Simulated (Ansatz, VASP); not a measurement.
**Bi2TeSe2 in VASP and in Ansatz**

File INCAR:

```
  ALGO = Normal
  EDIFF = 1E-6
  ENCUT = 520
  GGA = PS
  ISIF = 2
  ISMEAR = 0
  LASPH = True
  LCHARG = False
  LREAL = False
  LUSENCCL = False
  LWAVE = False
  NBANDS = 32
  NELM = 60
  PREC = Accurate
  SIGMA = 0.05
```

File KPOINTS:

```
k-points
0
Gamma
  12 12 12
```

The input POSCAR:

```
Bi2TeSe2
1.0
    2.0915012419      1.2075288050      9.7123300000
   -2.0915012419      1.2075288050      9.7123300000
    0.0000000000     -2.4150576100      9.7123300000
Bi Te Se
2 1 2
Direct
    0.3980600000      0.3980600000      0.3980600000
    0.6019400000      0.6019400000      0.6019400000
    0.0000000000      0.0000000000      0.0000000000
    0.2116000000      0.2116000000      0.2116000000
    0.7884000000      0.7884000000      0.7884000000
```

Input for Ansatz:

```yaml
crystal:
  lattice:
    - [2.0915012419, 1.207528805, 9.71233]
    - [-2.0915012419, 1.207528805, 9.71233]
    - [0.0, -2.41505761, 9.71233]
  atoms:
    - { symbol: Bi, position: [0.39806, 0.39806, 0.39806] }
    - { symbol: Bi, position: [0.60194, 0.60194, 0.60194] }
    - { symbol: Te, position: [0.0, 0.0, 0.0] }
    - { symbol: Se, position: [0.2116, 0.2116, 0.2116] }
    - { symbol: Se, position: [0.7884, 0.7884, 0.7884] }
basis:
  ecutwfc: 420
kpoints:
  mp_grid: { grid: [12, 12, 12] }
hamiltonian:
  xc: pbesol
scf:
  occupations: { method: gaussian, width: 0.05 }
output:
  forces: true
  stress: true
  eigenvalues: true
```

Alike in both runs: task single point; functional PBEsol; k mesh 12 × 12 × 12; occupations gaussian, width 0.05 eV; no spin polarisation.

|  | VASP | Ansatz |
| --- | --- | --- |
| version | VASP 6.6.1 | Ansatz 0.2.0 |
| potentials or method | VASP PAW PBE potentials, release 64 (Bi_d, Te, Se), cutoff 520 eV | scalar-relativistic, plane waves, PAW |
| valence electrons in the cell | 48 | 78 |

```csv
,VASP,Ansatz,Ansatz less VASP
gap on the k mesh at the Fermi level (eV),0.43,0.42,-0.003
least direct gap on the mesh (eV),0.43,0.42,-0.003
pressure (GPa),1.9,1.9,-0.03
"traceless stress, the component that is largest in VASP (GPa)",0.19,0.19,-0.004
rms of the force components (eV/Å),0.689,0.691,+0.0022
```

VASP's potentials were made for PBE, not for PBEsol. Atom by atom the forces differ by 0.005 eV/Å (rms over components). VASP's potentials hold 48 valence electrons a cell and Ansatz's 78, so a difference there can come from the potentials and not from the codes.

Neither program's run includes spin-orbit coupling.
